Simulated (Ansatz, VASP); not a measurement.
**One calculation of BN, two programs**

Contents of POSCAR:

```
BN
1.0
    1.2675860196      0.7318404980      3.4173198006
   -1.2675860196      0.7318404980      3.4173198006
    0.0000000000     -1.4636820091      3.4173198006
B N
1 1
Direct
    0.9996710000      0.9996710000      0.9996710000
    0.3327620000      0.3327620000      0.3327620000
```

Contents of INCAR.step1:

```
SYSTEM = BN
PREC = Accurate ; ENCUT = 520
ISMEAR = 0 ; SIGMA = 0.01
LREAL = .False. ; LASPH = .True.
NELM = 100 ; NBANDS = 11
GGA = PE ; ALGO = Normal
EDIFF = 1E-4 ; LWAVE = .True.
LCHARG = .False.
```

File INCAR.step2:

```
SYSTEM = BN
PREC = Accurate ; ENCUT = 520
EDIFF = 1E-7 ; ISMEAR = 0
SIGMA = 0.01 ; LREAL = .False.
LASPH = .True. ; NELM = 100
ALGO = Normal ; ISIF = 2
LWAVE = .False. ; LCHARG = .True.
METAGGA = R2SCAN ; LMIXTAU = .True.
IVDW = 13 ; VDW_S6 = 1.0
VDW_S8 = 0.6018749 ; VDW_A1 = 0.51559235
VDW_A2 = 5.77342911 ; LELF = .True.
LVHAR = .True. ; NBANDS = 11
ISTART = 1
```

KPOINTS

```
regular mesh
0
Gamma
  10 10 10
  0 0 0
```

Input for Ansatz:

```yaml
crystal:
  lattice:
    - [1.2675860196263078, 0.7318404979584476, 3.4173198005648056]
    - [-1.2675860196263078, 0.7318404979584476, 3.4173198005648056]
    - [0.0, -1.4636820090762992, 3.4173198005648056]
  atoms:
    - { symbol: B, position: [0.999671, 0.999671, 0.999671] }
    - { symbol: "N", position: [0.332762, 0.332762, 0.332762] }
basis:
  ecutwfc: 600.0
kpoints:
  mp_grid:
    grid: [10, 10, 10]
hamiltonian:
  xc: r2scan
  dispersion: d4
  pseudopotentials:
    kind: paw
scf:
  occupations:
    method: fixed
output:
  stress: true
```

Alike in both runs: task single point; functional r2SCAN; dispersion D4; k mesh 10 × 10 × 10; no spin polarisation.

|  | VASP | Ansatz |
| --- | --- | --- |
| version | VASP 6.6.1 | Ansatz 0.2.0 |
| potentials or method | VASP PAW PBE potentials, release 64 (B, N), cutoff 520 eV | plane waves, PAW |
| occupations | gaussian, width 0.01 eV | fixed |
| valence electrons in the cell | 8 | 8 |

|  | VASP | Ansatz | Ansatz less VASP |
| --- | --- | --- | --- |
| pressure (GPa) | -9.8 | -10.2 | -0.38 |
| traceless stress, the component that is largest in VASP (GPa) | 8.64 | 9.27 | +0.632 |

VASP's potentials were made for PBE, not for r2SCAN.
